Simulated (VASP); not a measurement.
Write the native input for VASP 6.6.1 that does the following.

- Task: relaxation of cell and atoms
- Functional: PBE
- Potentials or basis: VASP PAW PBE potentials, release 64 (Hf_pv, N)
- Cutoff: 600 eV
- k mesh: 4 × 4 × 4
- Occupations: gaussian, width 0.1 eV
- Spin: no spin polarisation
- Dipole correction: no
- Further INCAR settings: ALGO = Normal; EDIFF = 1e-07; IBRION = 2; EDIFFG = -0.04; NSW = 90; ISIF = 3

The structure of Hf4N lies in POSCAR:

```
Hf4N
1.0
    4.5682449500      0.0000000000      0.0000000000
    0.0000000000      4.5682449500      0.0000000000
    0.0000000000      0.0000000000      4.5682449500
Hf N
4 1
Direct
    0.5000000000      0.0000000000      0.0000000000
    0.0000000000      0.5000000000      0.0000000000
    0.0000000000      0.0000000000      0.5000000000
    0.5000000000      0.5000000000      0.5000000000
    0.0000000000      0.0000000000      0.0000000000
```

The input as run:

INCAR

```
  ALGO = Normal
  EDIFF = 1E-7
  EDIFFG = -0.04
  ENCUT = 600
  GGA = PE
  IBRION = 2
  ISIF = 3
  ISMEAR = 0
  LASPH = T
  LCHARG = F
  LREAL = F
  LWAVE = F
  NELM = 80
  NSW = 90
  PREC = Accurate
  SIGMA = 0.1
```

KPOINTS

```
k-points
0
Gamma
  4 4 4
```

Potentials or basis: VASP PAW PBE potentials, release 64 (Hf_pv, N).

The run is started by

```sh
$ cat potpaw_PBE.64/Hf_pv/POTCAR potpaw_PBE.64/N/POTCAR > POTCAR
$ mpirun -np 1 vasp_std > vasp.out
```

Results of the run:

- Relaxed volume: 18.25 Å³/atom
- Relaxed cell: a = 4.502 Å, b = 4.502 Å, c = 4.502 Å, α = 90.00°, β = 90.00°, γ = 90.00°
- Space group after relaxing (to 0.05 Å): Pm-3m (No. 221)
- Energy gained by relaxing: 16.7 meV/atom
- Ionic steps: 3
- Pressure after relaxing: -0.1 GPa

It took 50 s on 1 thread of Intel(R) Xeon(R) 6975P-C (Granite Rapids), on a shared host, peak memory 0.21 GiB.
